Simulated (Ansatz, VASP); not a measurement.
# One calculation of Ga3As3CO, two programs

File INCAR:

```
  PREC = Accurate
  ENCUT = 520
  EDIFF = 1E-6
  ISMEAR = 0
  SIGMA = 0.05
  LREAL = F
  LASPH = T
  NELM = 120
  ALGO = Normal
  ISIF = 2
  LWAVE = F
  LCHARG = T
  LDIPOL = T
  IDIPOL = 3
  DIPOL = 0.5 0.5 0.320
  GGA = PE
  IVDW = 12
  LELF = T
  LVHAR = T
  LVACPOTAV = T
  NBANDS = 57
  GGA_COMPAT = F
  NELMDL = -8
```

File KPOINTS:

```
Automatic mesh
0
Gamma
  7 5 1
```

The input POSCAR:

```
Ga3As3CO
1.0
    4.0137031111      0.0000000000      0.0000000000
    0.0000000000      5.6762333751      0.0000000000
    0.0000000000      0.0000000000     23.3352699083
Ga As O C
3 3 1 1
Direct
    0.5000000000      0.5000000000      0.1714143447
    0.0000000000      0.0653835255      0.2680035048
    0.5000000000      0.4894639609      0.3228546357
    0.0000000000      0.2500000000      0.1714143447
    0.5000000000      0.8102208698      0.2504948966
    0.0000000000      0.2887573198      0.3593388866
    0.0000000000      0.4554239865      0.4836142866
    0.0000000000      0.4554239865      0.5328959107
```

Input for Ansatz:

```yaml
crystal:
  lattice:
    - [4.0137031111, 0.0, 0.0]
    - [0.0, 5.6762333751, 0.0]
    - [0.0, 0.0, 23.3352699083]
  atoms:
    - { symbol: Ga, position: [0.5, 0.5, 0.1714143447] }
    - { symbol: As, position: [0.0, 0.25, 0.1714143447] }
    - { symbol: Ga, position: [0.0, 0.0653835255, 0.2680035048] }
    - { symbol: As, position: [0.5, 0.8102208698, 0.2504948966] }
    - { symbol: Ga, position: [0.5, 0.4894639609, 0.3228546357] }
    - { symbol: As, position: [0.0, 0.2887573198, 0.3593388866] }
    - { symbol: O, position: [0.0, 0.4554239865, 0.4836142866] }
    - { symbol: C, position: [0.0, 0.4554239865, 0.5328959107] }
basis:
  ecutwfc: 420
kpoints:
  mp_grid: { grid: [7, 5, 1] }
hamiltonian:
  xc: pbe
  pseudopotentials: { kind: paw, azcp: { folder: soft_1 } }
  dispersion: d3bj
scf:
  occupations: { method: gaussian, width: 0.05 }
output:
  forces: true
  eigenvalues: true
efield:
  axis: 3
  dipole_correction: true
  ramp_width: 0.04
```

Alike in both runs: task single point; functional PBE; dispersion D3(BJ); k mesh 7 × 5 × 1; occupations gaussian, width 0.05 eV; no spin polarisation.

|  | VASP | Ansatz |
| --- | --- | --- |
| version | VASP 6.6.1 | Ansatz 0.2.0 |
| potentials or method | VASP PAW PBE potentials, release 64 (Ga_d, As_d, O, C), cutoff 520 eV | scalar-relativistic, plane waves, PAW |
| valence electrons in the cell | 94 | 94 |

Ansatz gave:

| Quantity | Value |
| --- | --- |
| gap on the k mesh at the Fermi level (eV) | 0.40 |
| least direct gap on the mesh (eV) | 0.75 |
| rms of the force components (eV/Å) | 0.568 |

Question: Estimate VASP's values.

Answer: gap on the k mesh at the Fermi level (eV): 0.40; least direct gap on the mesh (eV): 0.75; rms of the force components (eV/Å): 0.399.

Noted on VASP's run: the standard files for N, O and F lose accuracy on very short bonds.
